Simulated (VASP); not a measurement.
Runs of VASP 6.6.1 on LiF. The structure is that of space group F-43m (No. 216), or close to it. The cells are those of the table. 

| level | cell | k mesh | smearing | grid for exact exchange (PRECFOCK) | screening parameter | gap on the mesh (eV) |
| --- | --- | --- | --- | --- | --- | --- |
| r2SCAN | a = 2.987 Å, angles 61.0°, 2 atoms | 10 × 10 × 10 | gaussian 0.01 eV | - | - | (a) |
| r2SCAN | a = 3.070 Å, angles 60.0°, 2 atoms | 10 × 10 × 10 | gaussian 0.01 eV | - | - | (b) |
| PBE | a = 3.070 Å, angles 60.0°, 2 atoms | 10 × 10 × 10 | fermi-dirac 0.02 eV | - | - | 7.72 |
| HSE06 | a = 3.070 Å, angles 60.0°, 2 atoms | 8 × 8 × 8 | gaussian 0.01 eV | Normal | 0.2079 1/Å | 9.87 |
| HSE06 | a = 2.987 Å, angles 61.0°, 2 atoms | 8 × 8 × 8 | gaussian 0.01 eV | Normal | 0.2079 1/Å | 10.16 |
| PBE | a = 2.987 Å, angles 61.0°, 2 atoms | 10 × 10 × 10 | fermi-dirac 0.02 eV | - | - | 7.98 |

Alike in all rows: task single point; potentials or basis VASP PAW PBE potentials, release 64 (Li_sv, F); no spin polarisation; cutoff (eV) 520.

Q: Estimate the missing entries.

A: (a) 8.82; (b) 8.56.

A k mesh can miss the band edges.
